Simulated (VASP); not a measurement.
A run of VASP 6.6.1 is set up as follows.

Contents of INCAR:

```
SYSTEM = Hg
PREC = Accurate
ENCUT = 520
EDIFF = 1E-6
ISMEAR = 0
SIGMA = 0.1
LREAL = .FALSE.
LASPH = .TRUE.
NELM = 60
ALGO = Normal
ISIF = 2
LWAVE = .FALSE.
LCHARG = .FALSE.
LDIPOL = .TRUE.
IDIPOL = 3
DIPOL = 0.5 0.5 0.502
NBANDS = 38
```

Contents of KPOINTS:

```
Automatic mesh
0
G
  18 18 1
  0 0 0
```

Contents of POSCAR:

```
Hg
1.0
    3.4600009100      0.0000000000      0.0000000000
   -1.7300004600      2.9964486900      0.0000000000
    0.0000000000      0.0000000000     25.9360002222
Hg
5
Direct
    0.6666666674      0.3333333335      0.3277297936
    0.3333333335      0.6666666661      0.4138649020
    0.0000000000      0.0000000000      0.5013430274
    0.6666666674      0.3333333335      0.5891728491
    0.3333333335      0.6666666661      0.6788339282
```

Potentials or basis: VASP PAW LDA potentials, release 64 (Hg).

Command:

```bash
$ cat potpaw_LDA.64/Hg/POTCAR > POTCAR
$ mpirun -np 1 vasp_std > vasp.out
```

Problem. Predict the band gap on the k mesh.

Solution. Zero (bands 30 and 31 overlap by 0.56 eV).

Problem. Predict the largest force.

Solution. 0.174 eV/Å.

Forces on the atoms (eV/Å):
```
Hg   0.000  0.000 -0.174
Hg   0.000  0.000  0.162
Hg   0.000  0.000  0.007
Hg   0.000  0.000 -0.010
Hg   0.000  0.000  0.015
```

Caveat: spin-orbit coupling is left out, which moves the levels of the heavy elements.
